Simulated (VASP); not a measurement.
A run of VASP 6.6.1 is set up as follows.

The input INCAR:

```
SYSTEM = ZrPbO3
PREC = Accurate ; ENCUT = 520
EDIFF = 1E-7 ; ISMEAR = 0
SIGMA = 0.05 ; LREAL = .False.
LASPH = .True. ; NELM = 60
ALGO = Normal ; ISIF = 2
LWAVE = .False. ; LCHARG = .False.
NBANDS = 30
```

Contents of KPOINTS:

```
regular mesh
0
Gamma
  8 8 8
  0 0 0
```

The input POSCAR:

```
ZrPbO3
1.0
    4.8588582229      0.0000000000      0.0000000000
    0.0000000000      4.8588582229      0.0000000000
    0.0000000000      0.0000000000      3.1582578449
Zr Pb O
1 1 3
Direct
    0.0000000000      0.0000000000      0.0000000000
    0.5000000000      0.5000000000      0.5000000000
    0.5000000000      0.0000000000      0.0000000000
    0.0000000000      0.0000000000      0.5000000000
    0.0000000000      0.5000000000      0.0000000000
```

Potentials or basis: VASP PAW LDA potentials, release 64 (Zr_sv, Pb_d, O).

The run is started by

```sh
$ cat potpaw_LDA.64/Zr_sv/POTCAR potpaw_LDA.64/Pb_d/POTCAR potpaw_LDA.64/O/POTCAR > POTCAR
$ mpirun -np 1 vasp_std > vasp.out
```

Q: Predict the band gap on the k mesh.

A: Zero (band 22 reaches 7.41 eV, above the bottom of band 23 at 5.06 eV).

Q: Estimate the pressure.

A: 36.8 GPa.

Stress tensor (GPa, compression positive):
```
-27.98   0.00   0.00
  0.00 -27.98   0.00
  0.00   0.00 166.26
```

Caveat: spin-orbit coupling is left out, which moves the levels of the heavy elements.
